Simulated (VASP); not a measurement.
# Cu in VASP: notebook

Cu is run at these levels: PBE; tasks: single point.

Everything below comes from runs of VASP 6.6.1. Logs are shortened: lines on timing, memory, paths and dates and some standing lists are left out, and cuts for length are marked.

**1. The cell of the first run**

The typed cell holds 5 atoms: a = 5.732 Å, b = 5.732 Å, c = 2.564 Å, α = 102.95°, β = 131.97°, γ = 90.00°.

**2. Single point, PBE**

INCAR reads:

```
SYSTEM = Cu
  PREC = Accurate
  ENCUT = 520
  EDIFF = 1E-7
  ISMEAR = 0
  SIGMA = 0.1
  LREAL = .False.
  LASPH = .True.
  NELM = 80
  ALGO = Fast
  ISIF = 2
  LWAVE = .False.
  LCHARG = .False.
  GGA = PE
  NBANDS = 36
```

KPOINTS reads:

```
Automatic mesh
0
Gamma
  6 6 19
  0 0 0
```

POSCAR reads:

```
Cu
1.0
    5.7317553451      0.0000017264      0.0081001538
    0.0000017264      5.7317605479     -0.0024433077
   -1.7169579414     -0.5739514289      1.8154439717
Cu
5
Direct
    0.0000000000      0.0000000000      0.0000000000
    0.2000000000      0.4000000000      0.0000000000
    0.4000000000      0.8000000000      0.0000000000
    0.6000000000      0.2000000000      0.0000000000
    0.8000000000      0.6000000000      0.0000000000
```

Potentials or basis: VASP PAW PBE potentials, release 64 (Cu).

On the command line:

```bash
$ cat potpaw_PBE.64/Cu/POTCAR > POTCAR
$ mpirun -np 1 vasp_std > vasp.out
```

OUTCAR:

```text
SYSTEM = Cu
   PREC = Accurate
   ENCUT = 520
   EDIFF = 1E-7
   ISMEAR = 0
   LREAL = .False.
   LASPH = .True.
   NELM = 80
   ISIF = 2
   GGA = PE

 ion  position               nearest neighbor table
   1  0.000  0.000  0.000-   2 2.56   5 2.56   4 2.56   3 2.56   2 2.56   5 2.56   4 2.57   3 2.57
                             4 2.57   3 2.57
   2  0.200  0.400  0.000-   3 2.56   1 2.56   4 2.56   5 2.56   1 2.56   3 2.56   4 2.57   5 2.57
                             5 2.57   4 2.57
   3  0.400  0.800  0.000-   2 2.56   4 2.56   5 2.56   1 2.56   2 2.56   4 2.56   5 2.57   1 2.57
                             5 2.57   1 2.57
   4  0.600  0.200  0.000-   5 2.56   3 2.56   2 2.56   1 2.56   5 2.56   3 2.56   2 2.57   1 2.57
                             2 2.57   1 2.57
   5  0.800  0.600  0.000-   4 2.56   1 2.56   3 2.56   2 2.56   1 2.56   4 2.56   3 2.57   2 2.57
                             2 2.57   3 2.57

  LATTYP: Found a triclinic cell.
 ALAT       =     4.4542089728
 B/A-ratio  =     1.4112941604
 C/A-ratio  =     0.5755961610
 COS(alpha) =     0.0015967256
 COS(beta)  =     0.2907161638
 COS(gamma) =     0.4732705321

  Lattice vectors:

 A1 = (   2.2978394623,  -1.1479011314,   3.6389880972)
 A2 = (   2.2978411887,   4.5838594165,   3.6365447895)
 A3 = (  -1.7169579414,  -0.5739514289,   1.8154439717)

Analysis of symmetry for initial positions (statically):
=====================================================================
 Subroutine PRICEL returns following result:

  LATTYP: Found a triclinic cell.
 ALAT       =     2.5700165597
 B/A-ratio  =     1.4144902379
 C/A-ratio  =     0.9973949259
 COS(alpha) =     0.0005014787
 COS(beta)  =     0.4990521313
 COS(gamma) =     0.7089461011

  Lattice vectors:

 A1 = (  -1.7220956109,  -0.5724017165,  -1.8198154024)
 A2 = (  -0.0051376695,   0.0015497124,  -3.6352593741)
 A3 = (  -1.1463517596,  -2.2927045644,  -0.0006427077)

   5 primitive cells build up your supercell.

 Routine SETGRP: Setting up the symmetry group for a
 triclinic supercell.

 Subroutine GETGRP returns: Found  2 space group operations
 (whereof  2 operations were pure point group operations)
 out of a pool of  2 trial point group operations.

The static configuration has the point symmetry S_2 .

Analysis of symmetry for dynamics (positions and initial velocities):
=====================================================================
 Subroutine PRICEL returns following result:

  LATTYP: Found a triclinic cell.
 ALAT       =     2.5700165597
 B/A-ratio  =     1.4144902379
 C/A-ratio  =     0.9973949259
 COS(alpha) =     0.0005014787
 COS(beta)  =     0.4990521313
 COS(gamma) =     0.7089461011

  Lattice vectors:

 A1 = (  -1.7220956109,  -0.5724017165,  -1.8198154024)
 A2 = (  -0.0051376695,   0.0015497124,  -3.6352593741)
 A3 = (  -1.1463517596,  -2.2927045644,  -0.0006427077)

   5 primitive cells build up your supercell.

 Routine SETGRP: Setting up the symmetry group for a
 triclinic supercell.

 Subroutine GETGRP returns: Found  2 space group operations
 (whereof  2 operations were pure point group operations)
 out of a pool of  2 trial point group operations.

The dynamic configuration has the point symmetry S_2 .

 Subroutine INISYM returns: Found  2 space group operations
 (whereof  2 operations are pure point group operations),
 and found     5 'primitive' translations

----------------------------------------------------------------------------------------

                                     Primitive cell

  volume of cell :      11.9429

  direct lattice vectors                    reciprocal lattice vectors
    -1.722095611 -0.572401717 -1.819815402    -0.697868202  0.348933624  0.001135039
    -0.005137670  0.001549712 -3.635259374     0.349322852 -0.174584074 -0.275651654
    -1.146351760 -2.292704564 -0.000642708     0.174467445 -0.523399647 -0.000469698

  length of vectors
     2.570016560  3.635263335  2.563321476     0.780240982  0.478006159  0.551712154

  position of ions in fractional coordinates (direct lattice)
     0.000000000  0.000000000  0.000000000

  ion indices of the primitive-cell ions
   primitive index   ion index
                 1           1

----------------------------------------------------------------------------------------

 KPOINTS: Automatic mesh

Automatic generation of k-mesh.
 Grid dimensions read from file:
 generate k-points for:    6    6   19

 Generating k-lattice:

  Cartesian coordinates                     Fractional coordinates (reciprocal lattice)
     0.029038954  0.000011700  0.027467318     0.166666667  0.000000000 -0.000000000
    -0.000012985  0.029081658  0.009181867     0.000000000  0.166666667  0.000000000
    -0.000040921  0.000012343  0.028956225     0.000000000 -0.000000000  0.052631579

  Length of vectors
     0.039971421  0.030496716  0.028956256

  Shift w.r.t. Gamma in fractional coordinates (k-lattice)
     0.000000000  0.000000000  0.000000000

 Subroutine IBZKPT returns following result:
 ===========================================

 Found    344 irreducible k-points:

 Following reciprocal coordinates:
            Coordinates               Weight
  0.000000  0.000000  0.000000      1.000000
  0.166667 -0.000000  0.000000      2.000000
  0.333333 -0.000000  0.000000      2.000000
  0.500000 -0.000000  0.000000      1.000000
  0.000000  0.166667  0.000000      2.000000
  0.166667  0.166667  0.000000      2.000000
[... 16 lines left out ...]
  0.333333 -0.000000  0.052632      2.000000
  0.500000 -0.000000  0.052632      2.000000
 [... further k-points ...]
   k-points           NKPTS =    344   k-points in BZ     NKDIM =    344   number of bands    NBANDS=     36
   number of dos      NEDOS =    301   number of ions     NIONS =      5
   total plane-waves  NPLWV =  46080
   dimension x,y,z NGX =    48 NGY =   48 NGZ =   20
   dimension x,y,z NGXF=    96 NGYF=   96 NGZF=   40
   ions per type =               5
   NGX,Y,Z   is equivalent  to a cutoff of  13.92, 13.92, 12.97 a.u.
   NGXF,Y,Z  is equivalent  to a cutoff of  27.84, 27.84, 25.94 a.u.
 SYSTEM =  Cu
   PREC   = accura    normal or accurate (medium, high low for compatibility)
   ISTART =      0    job   : 0-new  1-cont  2-samecut
   ICHARG =      2    charge: 1-file 2-atom 10-const
   ISPIN  =      1    spin polarized calculation?
   LNONCOLLINEAR =      F non collinear calculations
   LSORBIT =      F    spin-orbit coupling
   LASPH  =      T    aspherical Exc in radial PAW
   ENCUT  =  520.0 eV  38.22 Ry    6.18 a.u.  10.66 10.66  4.77*2*pi/ulx,y,z
   NELM   =     80;   NELMIN=  2; NELMDL= -5     # of ELM steps
   EDIFF  = 0.1E-06   stopping-criterion for ELM
   LREAL  =      F    real-space projection
   EDIFFG = 0.1E-05   stopping-criterion for IOM
   NSW    =      0    number of steps for IOM
   IBRION =     -1    ionic relax: 0-MD 1-quasi-New 2-CG
   NFREE  =      0    steps in history (QN), initial steepest desc. (CG)
   ISIF   =      2    stress and relaxation
   ISYM   =      2    0-nonsym 1-usesym 2-fastsym
   POTIM  = 0.5000    time-step for ionic-motion
   TEBEG  =    0.0;   TEEND  =   0.0 temperature during run
   PSTRESS=    0.0 pullay stress
   NELECT =      55.0000    total number of electrons
   NUPDOWN=      -1.0000    fix difference up-down
   EMIN   =  10.00;   EMAX   =-10.00  energy-range for DOS
   EFERMI =   0.00;   METHOD = LEGACY
   ISMEAR =     0;   SIGMA  =   0.10  broadening in eV -4-tet -1-fermi 0-gaus
   EFERMI_NEDOS =   21; number of points for ismear=-14 and -15
   IALGO  =     68    algorithm
   IMIX   =      4    mixing-type and parameters
     AMIX     =   0.40;   BMIX     =  1.00
     AMIX_MAG =   1.60;   BMIX_MAG =  1.00
  volume/ion in A,a.u.               =      11.94        80.59
  Fermi-wavevector in a.u.,A,eV,Ry     =   1.592828  3.010009 34.519376  2.537103
  Thomas-Fermi vector in A             =   2.691153
   LORBIT       =      0    0 simple, 1 ext, 2 COOP (PROOUT), +10 PAW based schemes
   GGA     = PE    functional components
   LHFCALC =     F    Hartree Fock is set to
   AEXX    =    0.0000 exact exchange contribution
   IVDW    =     0    specifies the selected vdW correction
   LEPSILON=     F    determine dielectric tensor
   LRPA    =     F    only Hartree local field effects (RPA)
 non-spin polarized calculation
 RMM-DIIS sequential band-by-band and
 Gauss-broadening in eV      SIGMA  =   0.10
  energy-cutoff  :      520.00
  volume of cell :       59.71
 maximum number of plane-waves:      1625
 NGX is ok and might be reduce to    48
   NGX = 21   NGY = 21   NGZ =  9

 number of electron      54.9999995 magnetization

 Free energy of the ion-electron system (eV)
  ---------------------------------------------------
  ext. energy  EPLUGINS =         0.00000000
  ---------------------------------------------------
  free energy    TOTEN  =       -18.64389001 eV

  energy without entropy =      -18.63736323  energy(sigma->0) =      -18.64062662

 E-fermi :   7.4862     XC(G=0): -12.6613

 val. band max:        7.4833617448   @ k =  -0.3333   0.3333   0.4211
 cond. band min:       7.4888377017   @ k =   0.1667  -0.1667   0.1579
 fundamental gap:      0.0054759569
 Fermi energy:         7.4862068863

 k-point     1 :       0.0000    0.0000    0.0000
  band No.  band energies     occupation
      1      -1.8186      2.00000
      2       2.3571      2.00000
      3       2.3571      2.00000
      4       3.0750      2.00000
      5       3.0750      2.00000
      6       3.7461      2.00000
[... 28 lines left out ...]
     35      20.5764      0.00000
     36      20.5764      0.00000

 k-point     2 :       0.1667   -0.0000    0.0000
  band No.  band energies     occupation
      1      -1.5659      2.00000
      2       2.1966      2.00000
      3       2.4700      2.00000
      4       2.6756      2.00000
      5       3.1451      2.00000
      6       3.5210      2.00000
[... 28 lines left out ...]
     35      20.0488      0.00000
     36      21.6060      0.00000
[... 817 lines left out ...]
     35      21.0893      0.00000
     36      21.3878      0.00000

 k-point    24 :       0.5000   -0.0000    0.0526
  band No.  band energies     occupation
      1      -0.2276      2.00000
      2       1.0525      2.00000
      3       2.4505      2.00000
      4       2.4624      2.00000
      5       2.7171      2.00000
      6       3.3802      2.00000
[... 28 lines left out ...]
     35      20.6118      0.00000
     36      21.0425      0.00000

 [... further k-points ...]
[... 5 lines left out ...]
  --------------------------------------------------------------------------------------
  -------------------------------------------------------------------------------------
  Total        0.2289426      0.2496863      0.1504582      0.0134087     -0.0038136     -0.0045523
  in kB        6.1426690      6.6992352      4.0368835      0.3597644     -0.1023216     -0.1221409
  external PRESSURE =       5.6262626 kB  Pullay stress =       0.0000000 kB

 VOLUME and BASIS-vectors are now :
 -----------------------------------------------------------------------------
  energy-cutoff  :      520.00
  volume of cell :       59.71
      direct lattice vectors                 reciprocal lattice vectors
     5.731755345  0.000001726  0.008100154     0.174233721  0.000070199  0.164803909
     0.000001726  5.731760548 -0.002443308    -0.000077908  0.174489949  0.055091202
    -1.716957941 -0.573951429  1.815443972    -0.000777501  0.000234523  0.550168269

 POSITION                                       TOTAL-FORCE (eV/Angst)
 -----------------------------------------------------------------------------------
      0.00000      0.00000      0.00000         0.000000      0.000000      0.000000
      1.14635      2.29270      0.00064        -0.000000      0.000000      0.000000
      2.29270      4.58541      0.00129        -0.000000     -0.000000     -0.000000
      3.43905      1.14635      0.00437         0.000000      0.000000     -0.000000
      4.58541      3.43906      0.00501        -0.000000     -0.000000     -0.000000
 -----------------------------------------------------------------------------------
    total drift:                                0.000000      0.000000     -0.000000

  FREE ENERGIE OF THE ION-ELECTRON SYSTEM (eV)
  ---------------------------------------------------
  free  energy   TOTEN  =       -18.6438900118 eV

  energy  without entropy=      -18.6373632303  energy(sigma->0) =      -18.64062662
```

It took 14 min on 1 thread of Intel Xeon 6975P-C, shared host; peak memory 0.6 GiB.

Results:

- Free energy: -18.6439 eV
- Pressure: 0.6 GPa

**3. Single point, PBE**

INCAR reads:

```
PREC = Accurate
ENCUT = 520
EDIFF = 1E-6
ISMEAR = 0
SIGMA = 0.1
LREAL = False
LASPH = True
NELM = 60
ALGO = Fast
ISIF = 2
LWAVE = False
LCHARG = False
GGA = PE
NBANDS = 36
```

KPOINTS reads:

```
regular mesh
0
Gamma
  6 6 19
```

POSCAR: that of step 2 with these lines changed.

```diff
@@ -2,5 +2,5 @@
 1.0
-    5.7317553451      0.0000017264      0.0081001538
-    0.0000017264      5.7317605479     -0.0024433077
-   -1.7169579414     -0.5739514289      1.8154439717
+    5.7317610687      0.0000000000      0.0000000000
+    0.0000000000      5.7317610687      0.0000000000
+   -1.7195283206     -0.5731761069      1.8177367556
 Cu
```

Potentials or basis: VASP PAW PBE potentials, release 64 (Cu).

On the command line:

```bash
$ cat potpaw_PBE.64/Cu/POTCAR > POTCAR
$ mpirun -np 1 vasp_std > vasp.out
```

Wall time 13 min (1 thread of Intel Xeon 6975P-C, shared host); peak memory 0.6 GiB.

It converged, with:

```
Free energy : -18.6438 eV
Pressure    : 0.6 GPa
```

Stress tensor (GPa, compression positive):
```
 0.61  0.04  0.20
 0.04  0.65 -0.09
 0.20 -0.09  0.39
```

Levels at points of the mesh, in eV from the Fermi level:
```tsv
k point	band 24	band 25	band 26	band 27	band 28	band 29	band 30	band 31
(0.00, 0.00, 0.00)	-1.80	-1.70	-1.70	-1.17	-1.17	1.41	1.41	4.55
(0.50, 0.00, 0.00)	-1.70	-1.70	-1.67	-1.66	-1.08	-1.08	-1.01	3.66
(0.00, 0.50, 0.00)	-1.75	-1.75	-1.67	-1.66	-1.01	3.66	3.68	3.68
(0.50, 0.50, 0.00)	-1.94	-1.68	-1.53	-1.52	-1.49	-1.49	1.49	7.02
```

**4. Single point, PBE**

INCAR reads:

```
ALGO = Fast
EDIFF = 1E-7
ENCUT = 520
GGA = PE
ISIF = 2
ISMEAR = 0
LASPH = T
LCHARG = F
LREAL = F
LWAVE = F
NBANDS = 36
NELM = 60
PREC = Accurate
SIGMA = 0.1
```

KPOINTS reads:

```
k-points
0
Gamma
  6 6 19
```

POSCAR: that of step 3 with these lines changed.

```diff
@@ -2,5 +2,5 @@
 1.0
-    5.7317610687      0.0000000000      0.0000000000
-    0.0000000000      5.7317610687      0.0000000000
-   -1.7195283206     -0.5731761069      1.8177367556
+    5.7317553451      0.0000017264      0.0081001538
+    0.0000017264      5.7317605479     -0.0024433077
+   -1.7169579414     -0.5739514289      1.8154439717
 Cu
```

On the command line:

```bash
$ cat potpaw_PBE.64/Cu/POTCAR > POTCAR
$ mpirun -np 1 vasp_std > vasp.out
```

Wall time 14 min (1 thread of AMD EPYC 9R45 (Zen 5), shared host); peak memory 0.56 GiB.

The run converged. Its results:

- Free energy: -18.6439 eV
- Pressure: 0.6 GPa

Stress tensor (GPa, compression positive):
```
 0.61  0.04 -0.01
 0.04  0.67 -0.01
-0.01 -0.01  0.40
```

Levels at points of the mesh, in eV from the Fermi level:
```
           k point  band 23  band 24  band 25  band 26  band 27  band 28  band 29  band 30  band 31  band 32
(0.00, 0.00, 0.00)    -1.80    -1.80    -1.70    -1.70    -1.18    -1.18     1.39     1.39     4.52     4.52
(0.50, 0.00, 0.00)    -1.92    -1.70    -1.70    -1.67    -1.66    -1.08    -1.08    -1.01     3.66    11.94
(0.00, 0.50, 0.00)    -2.12    -1.75    -1.75    -1.67    -1.66    -1.03     3.63     3.66     3.66     4.69
(0.50, 0.50, 0.00)    -1.94    -1.94    -1.68    -1.53    -1.52    -1.49    -1.49     1.49     7.02     8.75
```
